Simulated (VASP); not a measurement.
Set up this calculation in VASP 6.6.1, as the native input.

| Quantity | Value |
| --- | --- |
| Task | single point |
| Functional | LDA |
| Potentials or basis | VASP PAW LDA potentials, release 64 (Ir_sv_GW) |
| Cutoff | 560 eV |
| k mesh | 18 × 18 × 10 |
| Occupations | gaussian, width 0.15 eV |
| Spin | no spin polarisation |
| Dipole correction | no |
| Further INCAR settings | ALGO = Normal; EDIFF = 1e-06; NBANDS = 24 |

The structure of Ir lies in POSCAR:

```
Ir
1.0
    2.7684000000      0.0000000000      0.0000000000
   -1.3842000000      2.3975047278      0.0000000000
    0.0000000000      0.0000000000      4.4593000000
Ir
2
Direct
    0.6666666667      0.3333333333      0.7500000000
    0.3333333333      0.6666666667      0.2500000000
```

This isn't the form of Ir at room conditions, which is fcc.

These files were run (other wordings do the same):

INCAR

```
SYSTEM = Ir
ALGO = Normal
EDIFF = 1E-6
ENCUT = 560
GGA_COMPAT = .FALSE.
ISIF = 2
ISMEAR = 0
LASPH = .TRUE.
LCHARG = .FALSE.
LREAL = .FALSE.
LWAVE = .FALSE.
NBANDS = 24
NELM = 120
PREC = Accurate
SIGMA = 0.15
```

KPOINTS

```
k-points
0
G
  18 18 10
  0 0 0
```

Potentials or basis: VASP PAW LDA potentials, release 64 (Ir_sv_GW).

Command:

```console
$ cat potpaw_LDA.64/Ir_sv_GW/POTCAR > POTCAR
$ mpirun -np 1 vasp_std > vasp.out
```

It gave:

```
Pressure               : -21.9 GPa
Band gap on the k mesh : zero (bands 17 and 18 overlap by 3.15 eV)
```

Caveat: the cell stands under tension; spin-orbit coupling is left out, which moves the levels of the heavy elements.

Wall time 62 s on 1 thread of Intel(R) Xeon(R) Platinum 8488C (Sapphire Rapids), with other jobs on the host, peak memory 0.26 GiB.
